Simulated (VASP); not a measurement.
# LiTbBr3 (P6/mmm) in VASP: relaxation of cell and atoms with PBE

Aim: the relaxation of cell and atoms of LiTbBr3 with PBE.

Program: VASP 6.6.1. These are calculated values, not measurements. Logs are shortened: lines on timing, memory, paths and dates and some standing lists are left out, and cuts for length are marked.

### Step 1. The cell of the first run

Symmetry: P6/mmm, No. 191, hexagonal system. The conventional cell has a = 6.344 Å, b = 6.344 Å, c = 5.357 Å, α = 90.00°, β = 90.00°, γ = 120.00°. Within 3.5 Å of Li (site symmetry 6/mmm) lie 2 Tb at 2.68 Å and 6 Br at 3.17 Å. Within 3.5 Å of Tb (site symmetry 6/mmm) lie 2 Li at 2.68 Å. Br (site symmetry mmm) has 4 Br at 3.17 Å and 2 Li at 3.17 Å and 4 Tb at 4.15 Å within 4.2 Å.

The cell was generated, and may not be a known phase.

### Step 2. Relaxation of cell and atoms, PBE

The input, INCAR:

```
SYSTEM = LiTbBr3
ALGO     = Normal         ! electronic algorithm
EDIFF    = 1E-7           ! SCF threshold, eV
EDIFFG   = -0.01          ! ionic threshold
ENCUT    = 750            ! plane-wave cutoff, eV
GGA      = PE             ! functional
GGA_COMPAT= .FALSE.      
IBRION   = 2              ! ionic algorithm
ISIF     = 3              ! what is computed and relaxed
ISMEAR   = 0              ! smearing method
LASPH    = .TRUE.         ! aspherical terms in the spheres
LCHARG   = .FALSE.        ! write CHGCAR
LMAXMIX  = 6              ! l up to which the mixer works
LREAL    = .FALSE.        ! projectors in reciprocal space
LWAVE    = .FALSE.        ! write WAVECAR
NELM     = 200            ! most SCF steps
NELMIN   = 4            
NSW      = 100            ! ionic steps
PREC     = Accurate       ! precision mode
SIGMA    = 0.1            ! smearing width, eV
```

The input, KPOINTS:

```
k-points
0
G
  6 6 8
  0 0 0
```

The input, POSCAR:

```
LiTbBr3
1.0
    6.3436467847      0.0000000000      0.0000000000
   -3.1718233923      5.4937592682      0.0000000000
    0.0000000000      0.0000000000      5.3574663941
Li Tb Br
1 1 3
Direct
    0.0000000000      0.0000000000      0.0000000000
    0.0000000000      0.0000000000      0.5000000000
    0.5000000000      0.0000000000      0.0000000000
    0.0000000000      0.5000000000      0.0000000000
    0.5000000000      0.5000000000      0.0000000000
```

Potentials or basis: VASP PAW PBE potentials, release 64 (Li_sv, Tb_3, Br), 4f in core.

Launch:

```console
$ cat potpaw_PBE.64/Li_sv/POTCAR potpaw_PBE.64/Tb_3/POTCAR potpaw_PBE.64/Br/POTCAR > POTCAR
$ mpirun -np 1 vasp_std > vasp.out
```

OUTCAR:

```text
SYSTEM = LiTbBr3
   EDIFF = 1E-7
   EDIFFG = -0.01
   ENCUT = 750
   GGA = PE
   IBRION = 2
   ISIF = 3
   ISMEAR = 0
   LASPH = .TRUE.
   LREAL = .FALSE.
   NELM = 200
   NELMIN = 4
   NSW = 100
   PREC = Accurate

 ion  position               nearest neighbor table
   1  0.000  0.000  0.000-   2 2.68   2 2.68
   2  0.000  0.000  0.500-   1 2.68   1 2.68
   3  0.500  0.000  0.000-
   4  0.000  0.500  0.000-
   5  0.500  0.500  0.000-

  LATTYP: Found a hexagonal cell.
 ALAT       =     6.3436467847
 C/A-ratio  =     0.8445404632

  Lattice vectors:

 A1 = (   6.3436467847,   0.0000000000,   0.0000000000)
 A2 = (  -3.1718233923,   5.4937592682,   0.0000000000)
 A3 = (   0.0000000000,   0.0000000000,   5.3574663941)

Analysis of symmetry for initial positions (statically):
=====================================================================
 Subroutine PRICEL returns:
 Original cell was already a primitive cell.

 Routine SETGRP: Setting up the symmetry group for a
 hexagonal supercell.

 Subroutine GETGRP returns: Found 24 space group operations
 (whereof 24 operations were pure point group operations)
 out of a pool of 24 trial point group operations.

The static configuration has the point symmetry D_6h.

Analysis of symmetry for dynamics (positions and initial velocities):
=====================================================================
 Subroutine PRICEL returns:
 Original cell was already a primitive cell.

 Routine SETGRP: Setting up the symmetry group for a
 hexagonal supercell.

 Subroutine GETGRP returns: Found 24 space group operations
 (whereof 24 operations were pure point group operations)
 out of a pool of 24 trial point group operations.

The dynamic configuration has the point symmetry D_6h.

 Subroutine INISYM returns: Found 24 space group operations
 (whereof 24 operations are pure point group operations),
 and found     1 'primitive' translations

----------------------------------------------------------------------------------------

                                     Primitive cell

  volume of cell :     186.7102

  direct lattice vectors                    reciprocal lattice vectors
     6.343646785  0.000000000  0.000000000     0.157638033  0.091012361  0.000000000
    -3.171823392  5.493759268  0.000000000     0.000000000  0.182024721  0.000000000
     0.000000000  0.000000000  5.357466394     0.000000000  0.000000000  0.186655394

  length of vectors
     6.343646785  6.343646785  5.357466394     0.182024721  0.182024721  0.186655394

  position of ions in fractional coordinates (direct lattice)
     0.000000000  0.000000000  0.000000000
     0.000000000  0.000000000  0.500000000
     0.500000000  0.000000000  0.000000000
     0.000000000  0.500000000  0.000000000
     0.500000000  0.500000000  0.000000000

  ion indices of the primitive-cell ions
   primitive index   ion index
                 1           1
                 2           2
                 3           3
                 4           4
                 5           5

----------------------------------------------------------------------------------------

 KPOINTS: k-points

Automatic generation of k-mesh.
 Grid dimensions read from file:
 generate k-points for:    6    6    8

 Generating k-lattice:

  Cartesian coordinates                     Fractional coordinates (reciprocal lattice)
     0.026273005  0.015168727  0.000000000     0.166666667  0.000000000  0.000000000
     0.000000000  0.030337454  0.000000000     0.000000000  0.166666667  0.000000000
     0.000000000  0.000000000  0.023331924     0.000000000  0.000000000  0.125000000

  Length of vectors
     0.030337454  0.030337454  0.023331924

  Shift w.r.t. Gamma in fractional coordinates (k-lattice)
     0.000000000  0.000000000  0.000000000

 Subroutine IBZKPT returns following result:
 ===========================================

 Found     35 irreducible k-points:

 Following reciprocal coordinates:
            Coordinates               Weight
  0.000000  0.000000  0.000000      1.000000
  0.166667  0.000000  0.000000      6.000000
  0.333333  0.000000  0.000000      6.000000
  0.500000 -0.000000  0.000000      3.000000
  0.166667  0.166667  0.000000      6.000000
  0.333333  0.166667  0.000000     12.000000
[... 16 lines left out ...]
  0.166667  0.000000  0.375000     12.000000
  0.333333  0.000000  0.375000     12.000000
 [... further k-points ...]
   k-points           NKPTS =     35   k-points in BZ     NKDIM =     35   number of bands    NBANDS=     20
   number of dos      NEDOS =    301   number of ions     NIONS =      5
   total plane-waves  NPLWV = 172800
   dimension x,y,z NGX =    60 NGY =   60 NGZ =   48
   dimension x,y,z NGXF=   120 NGYF=  120 NGZF=   96
   ions per type =               1   1   3
   NGX,Y,Z   is equivalent  to a cutoff of  15.72, 15.72, 14.89 a.u.
   NGXF,Y,Z  is equivalent  to a cutoff of  31.45, 31.45, 29.79 a.u.
 SYSTEM =  LiTbBr3
   PREC   = accura    normal or accurate (medium, high low for compatibility)
   ISTART =      0    job   : 0-new  1-cont  2-samecut
   ICHARG =      2    charge: 1-file 2-atom 10-const
   ISPIN  =      1    spin polarized calculation?
   LNONCOLLINEAR =      F non collinear calculations
   LSORBIT =      F    spin-orbit coupling
   LASPH  =      T    aspherical Exc in radial PAW
   ENCUT  =  750.0 eV  55.12 Ry    7.42 a.u.  14.17 14.17 11.96*2*pi/ulx,y,z
   NELM   =    200;   NELMIN=  4; NELMDL= -5     # of ELM steps
   EDIFF  = 0.1E-06   stopping-criterion for ELM
   LREAL  =      F    real-space projection
   EDIFFG = -.1E-01   stopping-criterion for IOM
   NSW    =    100    number of steps for IOM
   IBRION =      2    ionic relax: 0-MD 1-quasi-New 2-CG
   NFREE  =      1    steps in history (QN), initial steepest desc. (CG)
   ISIF   =      3    stress and relaxation
   ISYM   =      2    0-nonsym 1-usesym 2-fastsym
   POTIM  = 0.5000    time-step for ionic-motion
   TEBEG  =    0.0;   TEEND  =   0.0 temperature during run
   PSTRESS=    0.0 pullay stress
   NELECT =      33.0000    total number of electrons
   NUPDOWN=      -1.0000    fix difference up-down
   EMIN   =  10.00;   EMAX   =-10.00  energy-range for DOS
   EFERMI =   0.00;   METHOD = LEGACY
   ISMEAR =     0;   SIGMA  =   0.10  broadening in eV -4-tet -1-fermi 0-gaus
   EFERMI_NEDOS =   21; number of points for ismear=-14 and -15
   IALGO  =     38    algorithm
   IMIX   =      4    mixing-type and parameters
     AMIX     =   0.40;   BMIX     =  1.00
     AMIX_MAG =   1.60;   BMIX_MAG =  1.00
  volume/ion in A,a.u.               =      37.34       252.00
  Fermi-wavevector in a.u.,A,eV,Ry     =   0.918735  1.736157 11.484316  0.844073
  Thomas-Fermi vector in A             =   2.043850
   LORBIT       =      0    0 simple, 1 ext, 2 COOP (PROOUT), +10 PAW based schemes
   GGA     = PE    functional components
   LHFCALC =     F    Hartree Fock is set to
   AEXX    =    0.0000 exact exchange contribution
   IVDW    =     0    specifies the selected vdW correction
   LEPSILON=     F    determine dielectric tensor
   LRPA    =     F    only Hartree local field effects (RPA)
 conjugate gradient relaxation of ions
 non-spin polarized calculation
 Gauss-broadening in eV      SIGMA  =   0.10
  energy-cutoff  :      750.00
  volume of cell :      186.71
 maximum number of plane-waves:      8742
 NGX is ok and might be reduce to    60
   NGX = 29   NGY = 29   NGZ = 23

--------------------------------------- Ionic step        1  -------------------------------------------

 number of electron      32.9999995 magnetization

 Free energy of the ion-electron system (eV)
  ---------------------------------------------------
  ext. energy  EPLUGINS =         0.00000000
  ---------------------------------------------------
  free energy    TOTEN  =       -10.38752398 eV

  energy without entropy =      -10.36111087  energy(sigma->0) =      -10.37431742

------------------------ aborting loop because EDIFF is reached ----------------------------------------

  FORCE on cell =-STRESS in cart. coord.  units (eV):
  Direction    XX          YY          ZZ          XY          YZ          ZX
  --------------------------------------------------------------------------------------
  -------------------------------------------------------------------------------------
  Total        0.0779225      0.0779225      0.2824201      0.0000000     -0.0000000     -0.0000000
  in kB        0.6686599      0.6686599      2.4234729      0.0000000     -0.0000000     -0.0000000
  external PRESSURE =       1.2535976 kB  Pullay stress =       0.0000000 kB
[... 102 lines left out ...]
  energy  without entropy=      -10.3627635268  energy(sigma->0) =      -10.37577389

--------------------------------------- Ionic step        4  -------------------------------------------

 number of electron      32.9999997 magnetization

 Free energy of the ion-electron system (eV)
  ---------------------------------------------------
  ext. energy  EPLUGINS =         0.00000000
  ---------------------------------------------------
  free energy    TOTEN  =       -10.38880209 eV

  energy without entropy =      -10.36283890  energy(sigma->0) =      -10.37582050

 E-fermi :   0.8530     XC(G=0):  -7.2431

 val. band max:        0.8389479415   @ k =   0.5000  -0.0000   0.1250
 cond. band min:       0.8679990807   @ k =   0.5000  -0.0000   0.0000
 fundamental gap:      0.0290511392
 Fermi energy:         0.8529570937

 k-point     1 :       0.0000    0.0000    0.0000
  band No.  band energies     occupation
      1     -45.6687      2.00000
      2     -24.7507      2.00000
      3     -24.7507      2.00000
      4     -24.2822      2.00000
      5     -14.2100      2.00000
      6     -13.1102      2.00000
[... 12 lines left out ...]
     19       1.3224      0.00000
[... 513 lines left out ...]
      4     -24.2768      2.00000
      5     -14.0016      2.00000
      6     -13.3804      2.00000
[... 12 lines left out ...]
     19       1.4556      0.00000
     20       1.4915      0.00000

 [... further k-points ...]

------------------------ aborting loop because EDIFF is reached ----------------------------------------

  FORCE on cell =-STRESS in cart. coord.  units (eV):
  Direction    XX          YY          ZZ          XY          YZ          ZX
  --------------------------------------------------------------------------------------
  -------------------------------------------------------------------------------------
  Total       -0.0361352     -0.0361352      0.0201870     -0.0000000     -0.0000000      0.0000000
  in kB       -0.3063466     -0.3063466      0.1711405     -0.0000000     -0.0000000      0.0000000
  external PRESSURE =      -0.1471842 kB  Pullay stress =       0.0000000 kB
[... 20 lines left out ...]
  FREE ENERGIE OF THE ION-ELECTRON SYSTEM (eV)
  ---------------------------------------------------
  free  energy   TOTEN  =       -10.3888020937 eV

  energy  without entropy=      -10.3628389031  energy(sigma->0) =      -10.37582050

 reached required accuracy - stopping structural energy minimisation
```

Run time: 15 min. Hardware: 1 thread of AMD EPYC 7R43 (Zen 3), shared host; peak memory 0.58 GiB.

Results:

* Free energy: -10.3888 eV
* Relaxed volume: 37.80 Å³/atom
* Relaxed cell: a = 6.357 Å, b = 6.357 Å, c = 5.399 Å, α = 90.00°, β = 90.00°, γ = 120.00°
* Space group after relaxing (to 0.1 Å): P6/mmm (No. 191)
* Energy gained by relaxing: 0.3 meV/atom
* Ionic steps: 4
* Pressure after relaxing: 0.0 GPa
* Band gap on the k mesh: zero (an odd number of electrons rules out a gap without spin polarisation)

The path:
```csv
step,energy change (eV),largest force (eV/Å),pressure (GPa),volume (Å³)
1,0.0000,0.0000,0.13,186.71
2,-0.0007,0.0000,0.08,187.50
3,-0.0013,0.0000,0.00,188.72
4,-0.0013,0.0000,-0.01,188.99
```

Final structure:
```xyz
5
Lattice="6.3573 0.0000 0.0000 -3.1787 5.5056 0.0000 0.0000 0.0000 5.3994" Properties=species:S:1:pos:R:3 pbc="T T T"
Li    0.0000    0.0000    0.0000
Tb    0.0000    0.0000    2.6997
Br    3.1787    0.0000    0.0000
Br   -1.5893    2.7528    0.0000
Br    1.5893    2.7528    0.0000
```

Caveat: spin-orbit coupling is left out, which moves the levels of the heavy elements; the 4f electrons are frozen in the core, so they carry no moment and show no levels; an odd number of electrons without spin polarisation forces a metal; a magnetic or distorted state may lie lower; the run has no spin polarisation, though such a crystal can be magnetic.

The gap in the log of VASP goes by the Fermi energy; the results here count the filled bands.